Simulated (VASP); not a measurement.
# WCl (Cmmm) in VASP: a series of runs

The runs below take WCl through single point, with PBE.

All numbers are computed with VASP 6.6.1; they aren't measurements. Logs are shortened: lines on timing, memory, paths and dates and some standing lists are left out, and cuts for length are marked.

## Step 1: The cell of the first run

The structure is orthorhombic, space group Cmmm (No. 65). The conventional cell has a = 2.778 Å, b = 5.351 Å, c = 4.526 Å, α = 90.00°, β = 90.00°, γ = 90.00°. W (site symmetry mmm) has 8 Cl at 2.66 to 3.50 Å and 6 W at 2.78 to 3.01 Å within 3.6 Å. Cl (site symmetry mmm) has 8 W at 2.66 to 3.50 Å and 6 Cl at 2.78 to 3.01 Å within 3.6 Å.

The cell was built from a structure type or drawn by symmetry, and may not be a known phase.

## Step 2: Single point, PBE

The input, INCAR:

```
  PREC = Accurate
  ENCUT = 500
  EDIFF = 1E-6
  ISMEAR = 0
  SIGMA = 0.2
  LREAL = F
  LASPH = T
  NELM = 120
  ALGO = Normal
  ISIF = 2
  LWAVE = F
  LCHARG = F
  GGA = PE
  NBANDS = 18
  GGA_COMPAT = F
```

The input, KPOINTS:

```
Automatic mesh
0
Gamma
  7 7 4
```

The input, POSCAR:

```
WCl
1.0
    1.3890372192     -2.6753452989      0.0000000000
    1.3890372192      2.6753452989      0.0000000000
    0.0000000000      0.0000000000      4.5264998803
W Cl
1 1
Direct
    0.0000000000      0.0000000000      0.0000000000
    0.5000000000      0.5000000000      0.5000000000
```

Potentials or basis: VASP PAW PBE potentials, release 64 (W_sv, Cl).

Run with:

```bash
$ cat potpaw_PBE.64/W_sv/POTCAR potpaw_PBE.64/Cl/POTCAR > POTCAR
$ mpirun -np 1 vasp_std > vasp.out
```

OUTCAR:

```text
PREC = Accurate
   ENCUT = 500
   EDIFF = 1E-6
   ISMEAR = 0
   LREAL = F
   LASPH = T
   NELM = 120
   ISIF = 2
   GGA = PE

 ion  position               nearest neighbor table
   1  0.000  0.000  0.000-   2 2.66   2 2.66   2 2.66   2 2.66
   2  0.500  0.500  0.500-   1 2.66   1 2.66   1 2.66   1 2.66

  LATTYP: Found a base centered orthorhombic cell.
 ALAT       =     2.7780744384
 B/A-ratio  =     1.9260429180
 C/A-ratio  =     1.6293659442

  Lattice vectors:

 A1 = (   1.3890372192,  -2.6753452989,   0.0000000000)
 A2 = (   1.3890372192,   2.6753452989,   0.0000000000)
 A3 = (   0.0000000000,   0.0000000000,   4.5264998803)

Analysis of symmetry for initial positions (statically):
=====================================================================
 Subroutine PRICEL returns:
 Original cell was already a primitive cell.

 Routine SETGRP: Setting up the symmetry group for a
 base centered orthorhombic supercell.

 Subroutine GETGRP returns: Found  8 space group operations
 (whereof  8 operations were pure point group operations)
 out of a pool of  8 trial point group operations.

The static configuration has the point symmetry D_2h.

Analysis of symmetry for dynamics (positions and initial velocities):
=====================================================================
 Subroutine PRICEL returns:
 Original cell was already a primitive cell.

 Routine SETGRP: Setting up the symmetry group for a
 base centered orthorhombic supercell.

 Subroutine GETGRP returns: Found  8 space group operations
 (whereof  8 operations were pure point group operations)
 out of a pool of  8 trial point group operations.

The dynamic configuration has the point symmetry D_2h.

 Subroutine INISYM returns: Found  8 space group operations
 (whereof  8 operations are pure point group operations),
 and found     1 'primitive' translations

----------------------------------------------------------------------------------------

                                     Primitive cell

  volume of cell :      33.6423

  direct lattice vectors                    reciprocal lattice vectors
     1.389037219 -2.675345299  0.000000000     0.359961557 -0.186891763  0.000000000
     1.389037219  2.675345299  0.000000000     0.359961557  0.186891763  0.000000000
     0.000000000  0.000000000  4.526499880     0.000000000  0.000000000  0.220921247

  length of vectors
     3.014448020  3.014448020  4.526499880     0.405587048  0.405587048  0.220921247

  position of ions in fractional coordinates (direct lattice)
     0.000000000  0.000000000  0.000000000
     0.500000000  0.500000000  0.500000000

  ion indices of the primitive-cell ions
   primitive index   ion index
                 1           1
                 2           2

----------------------------------------------------------------------------------------

 KPOINTS: Automatic mesh

Automatic generation of k-mesh.
 Grid dimensions read from file:
 generate k-points for:    7    7    4

 Generating k-lattice:

  Cartesian coordinates                     Fractional coordinates (reciprocal lattice)
     0.051423080 -0.026698823  0.000000000     0.142857143  0.000000000  0.000000000
     0.051423080  0.026698823  0.000000000     0.000000000  0.142857143  0.000000000
     0.000000000  0.000000000  0.055230312     0.000000000  0.000000000  0.250000000

  Length of vectors
     0.057941007  0.057941007  0.055230312

  Shift w.r.t. Gamma in fractional coordinates (k-lattice)
     0.000000000  0.000000000  0.000000000

 Subroutine IBZKPT returns following result:
 ===========================================

 Found     48 irreducible k-points:

 Following reciprocal coordinates:
            Coordinates               Weight
  0.000000  0.000000  0.000000      1.000000
  0.142857  0.000000  0.000000      4.000000
  0.285714  0.000000  0.000000      4.000000
  0.428571 -0.000000  0.000000      4.000000
  0.142857  0.142857  0.000000      2.000000
  0.285714  0.142857  0.000000      4.000000
[... 16 lines left out ...]
  0.428571  0.142857  0.250000      8.000000
 -0.428571  0.142857  0.250000      8.000000
 [... further k-points ...]
   k-points           NKPTS =     48   k-points in BZ     NKDIM =     48   number of bands    NBANDS=     18
   number of dos      NEDOS =    301   number of ions     NIONS =      2
   total plane-waves  NPLWV =  20736
   dimension x,y,z NGX =    24 NGY =   24 NGZ =   36
   dimension x,y,z NGXF=    48 NGYF=   48 NGZF=   72
   ions per type =               1   1
   NGX,Y,Z   is equivalent  to a cutoff of  13.24, 13.24, 13.22 a.u.
   NGXF,Y,Z  is equivalent  to a cutoff of  26.47, 26.47, 26.44 a.u.
 SYSTEM =  unknown system
   PREC   = accura    normal or accurate (medium, high low for compatibility)
   ISTART =      0    job   : 0-new  1-cont  2-samecut
   ICHARG =      2    charge: 1-file 2-atom 10-const
   ISPIN  =      1    spin polarized calculation?
   LNONCOLLINEAR =      F non collinear calculations
   LSORBIT =      F    spin-orbit coupling
   LASPH  =      T    aspherical Exc in radial PAW
   ENCUT  =  500.0 eV  36.75 Ry    6.06 a.u.   5.50  5.50  8.25*2*pi/ulx,y,z
   NELM   =    120;   NELMIN=  2; NELMDL= -5     # of ELM steps
   EDIFF  = 0.1E-05   stopping-criterion for ELM
   LREAL  =      F    real-space projection
   EDIFFG = 0.1E-04   stopping-criterion for IOM
   NSW    =      0    number of steps for IOM
   IBRION =     -1    ionic relax: 0-MD 1-quasi-New 2-CG
   NFREE  =      0    steps in history (QN), initial steepest desc. (CG)
   ISIF   =      2    stress and relaxation
   ISYM   =      2    0-nonsym 1-usesym 2-fastsym
   POTIM  = 0.5000    time-step for ionic-motion
   TEBEG  =    0.0;   TEEND  =   0.0 temperature during run
   PSTRESS=    0.0 pullay stress
   NELECT =      21.0000    total number of electrons
   NUPDOWN=      -1.0000    fix difference up-down
   EMIN   =  10.00;   EMAX   =-10.00  energy-range for DOS
   EFERMI =   0.00;   METHOD = LEGACY
   ISMEAR =     0;   SIGMA  =   0.20  broadening in eV -4-tet -1-fermi 0-gaus
   EFERMI_NEDOS =   21; number of points for ismear=-14 and -15
   IALGO  =     38    algorithm
   IMIX   =      4    mixing-type and parameters
     AMIX     =   0.40;   BMIX     =  1.00
     AMIX_MAG =   1.60;   BMIX_MAG =  1.00
  volume/ion in A,a.u.               =      16.82       113.51
  Fermi-wavevector in a.u.,A,eV,Ry     =   1.399112  2.643939 26.633605  1.957515
  Thomas-Fermi vector in A             =   2.522204
   LORBIT       =      0    0 simple, 1 ext, 2 COOP (PROOUT), +10 PAW based schemes
   GGA     = PE    functional components
   LHFCALC =     F    Hartree Fock is set to
   AEXX    =    0.0000 exact exchange contribution
   IVDW    =     0    specifies the selected vdW correction
   LEPSILON=     F    determine dielectric tensor
   LRPA    =     F    only Hartree local field effects (RPA)
 non-spin polarized calculation
 Gauss-broadening in eV      SIGMA  =   0.20
  energy-cutoff  :      500.00
  volume of cell :       33.64
 maximum number of plane-waves:       870
 NGX is ok and might be reduce to    24
   NGX = 11   NGY = 11   NGZ = 17

 number of electron      21.0000000 magnetization

 Free energy of the ion-electron system (eV)
  ---------------------------------------------------
  ext. energy  EPLUGINS =         0.00000000
  ---------------------------------------------------
  free energy    TOTEN  =       -12.82602014 eV

  energy without entropy =      -12.78902116  energy(sigma->0) =      -12.80752065

 E-fermi :   8.9790     XC(G=0): -12.0179

 val. band max:        8.9681377295   @ k =   0.2857   0.2857   0.2500
 cond. band min:       9.0695301438   @ k =   0.2857   0.1429   0.2500
 fundamental gap:      0.1013924143
 Fermi energy:         8.9789967155

 k-point     1 :       0.0000    0.0000    0.0000
  band No.  band energies     occupation
      1     -65.5304      2.00000
      2     -30.0144      2.00000
      3     -29.2930      2.00000
      4     -29.0992      2.00000
      5      -9.5227      2.00000
      6       2.0031      2.00000
[... 10 lines left out ...]
     17      19.8743      0.00000
     18      22.3083      0.00000

 k-point     2 :       0.1429    0.0000    0.0000
  band No.  band energies     occupation
      1     -65.5184      2.00000
      2     -29.9916      2.00000
      3     -29.3382      2.00000
      4     -29.2462      2.00000
      5      -9.1920      2.00000
      6       1.9594      2.00000
[... 10 lines left out ...]
     17      20.2700      0.00000
     18      21.4643      0.00000

 k-point     3 :       0.2857    0.0000    0.0000
  band No.  band energies     occupation
      1     -65.4913      2.00000
      2     -29.9399      2.00000
      3     -29.6386      2.00000
      4     -29.3646      2.00000
      5      -8.3171      2.00000
      6       1.8276      2.00000
[... 10 lines left out ...]
     17      20.9680      0.00000
     18      21.8146      0.00000

 k-point     4 :       0.4286   -0.0000    0.0000
  band No.  band energies     occupation
      1     -65.4694      2.00000
      2     -29.9111      2.00000
      3     -29.8981      2.00000
      4     -29.4157      2.00000
      5      -7.3834      2.00000
      6       0.6253      2.00000
[... 375 lines left out ...]
      4     -29.4146      2.00000
      5      -7.6175      2.00000
      6       1.3424      2.00000
[... 10 lines left out ...]
     17      20.1428      0.00000
     18      20.2183      0.00000

 k-point    23 :       0.4286    0.1429    0.2500
  band No.  band energies     occupation
      1     -65.4663      2.00000
      2     -29.9062      2.00000
      3     -29.8938      2.00000
      4     -29.4781      2.00000
      5      -7.2795      2.00000
      6       0.9290      2.00000
[... 10 lines left out ...]
     17      19.0977      0.00000
     18      20.6535      0.00000

 k-point    24 :      -0.4286    0.1429    0.2500
  band No.  band energies     occupation
      1     -65.4827      2.00000
      2     -29.9248      2.00000
      3     -29.7051      2.00000
      4     -29.4576      2.00000
      5      -7.8415      2.00000
      6       1.7794      2.00000
[... 10 lines left out ...]
     17      19.7705      0.00000
     18      22.3313      0.00000

 [... further k-points ...]

------------------------ aborting loop because EDIFF is reached ----------------------------------------

  FORCE on cell =-STRESS in cart. coord.  units (eV):
  Direction    XX          YY          ZZ          XY          YZ          ZX
  --------------------------------------------------------------------------------------
  -------------------------------------------------------------------------------------
  Total        0.1253097      0.0069776      0.0473416      0.0000000      0.0000000      0.0000000
  in kB        5.9677295      0.3323016      2.2545872      0.0000000      0.0000000      0.0000000
  external PRESSURE =       2.8515394 kB  Pullay stress =       0.0000000 kB

 VOLUME and BASIS-vectors are now :
 -----------------------------------------------------------------------------
  energy-cutoff  :      500.00
  volume of cell :       33.64
      direct lattice vectors                 reciprocal lattice vectors
     1.389037219 -2.675345299  0.000000000     0.359961557 -0.186891763  0.000000000
     1.389037219  2.675345299  0.000000000     0.359961557  0.186891763  0.000000000
     0.000000000  0.000000000  4.526499880     0.000000000  0.000000000  0.220921247

 POSITION                                       TOTAL-FORCE (eV/Angst)
 -----------------------------------------------------------------------------------
      0.00000      0.00000      0.00000        -0.000000      0.000000      0.000000
      1.38904      0.00000      2.26325         0.000000      0.000000      0.000000
 -----------------------------------------------------------------------------------
    total drift:                                0.000000     -0.000000      0.000000

  FREE ENERGIE OF THE ION-ELECTRON SYSTEM (eV)
  ---------------------------------------------------
  free  energy   TOTEN  =       -12.8260201425 eV

  energy  without entropy=      -12.7890211568  energy(sigma->0) =      -12.80752065
```

Wall time 16 s (1 thread of Intel Xeon Platinum 8259CL at 2.50GHz (Skylake/Cascade Lake), shared host); peak memory 0.17 GiB.

Results:

```
Free energy            : -12.8260 eV
Pressure               : 0.3 GPa
Band gap on the k mesh : zero (an odd number of electrons rules out a gap without spin polarisation)
```

Stress tensor (GPa, compression positive):
```
0.60 0.00 0.00
0.00 0.03 0.00
0.00 0.00 0.23
```

Caveat: the k points lie up to 0.36 Å⁻¹ apart, too coarse for converged energies and pressures of a metal; spin-orbit coupling is left out, which moves the levels of the heavy elements; an odd number of electrons without spin polarisation forces a metal; a magnetic or distorted state may lie lower.

## Step 3: Single point, PBE

The input, INCAR:

```
PREC     = Accurate       # precision mode
ENCUT    = 500            # plane-wave cutoff, eV
EDIFF    = 1E-6           # SCF threshold, eV
ISMEAR   = 0              # smearing method
SIGMA    = 0.2            # smearing width, eV
LREAL    = F              # projectors in reciprocal space
LASPH    = T              # aspherical terms in the spheres
NELM     = 120            # most SCF steps
ALGO     = Normal         # electronic algorithm
ISIF     = 2              # what is computed and relaxed
LWAVE    = F              # write WAVECAR
LCHARG   = F              # write CHGCAR
GGA      = PE             # functional
NBANDS   = 18             # bands
GGA_COMPAT= F
```

KPOINTS is that of step 2.

The input, POSCAR:

```
WCl
1.0
    1.3912311613     -2.6759857676      0.0000000000
    1.3912311613      2.6759857676      0.0000000000
    0.0000000000      0.0000000000      4.5212544055
W Cl
1 1
Direct
    0.5000000000      0.5000000000      0.5000000000
    0.0000000000      0.0000000000      0.0000000000
```

Potentials or basis: VASP PAW PBE potentials, release 64 (W_sv, Cl).

Run with:

```bash
$ cat potpaw_PBE.64/W_sv/POTCAR potpaw_PBE.64/Cl/POTCAR > POTCAR
$ mpirun -np 1 vasp_std > vasp.out
```

Wall time 16 s (1 thread of Intel Xeon Platinum 8259CL at 2.50GHz (Skylake/Cascade Lake), shared host); peak memory 0.17 GiB.

It converged, with:

```
Free energy            : -12.8260 eV
Pressure               : 0.1 GPa
Band gap on the k mesh : zero (an odd number of electrons rules out a gap without spin polarisation)
```

Stress tensor (GPa, compression positive):
```
-0.05  0.00  0.00
 0.00 -0.10  0.00
 0.00  0.00  0.46
```

Levels at points of the mesh, in eV from the Fermi level:
```csv
k point,band 6,band 7,band 8,band 9,band 10,band 11,band 12,band 13,band 14,band 15
"(0.00, 0.00, 0.00)",-6.98,-5.86,-2.08,-1.64,-1.55,0.58,0.77,1.51,1.63,8.72
"(0.00, 0.00, 0.50)",-9.47,-4.20,-2.29,-2.26,-1.49,0.61,1.99,3.31,4.97,5.13
```

Caveat: the k points lie up to 0.36 Å⁻¹ apart, too coarse for converged energies and pressures of a metal; spin-orbit coupling is left out, which moves the levels of the heavy elements; an odd number of electrons without spin polarisation forces a metal; a magnetic or distorted state may lie lower.
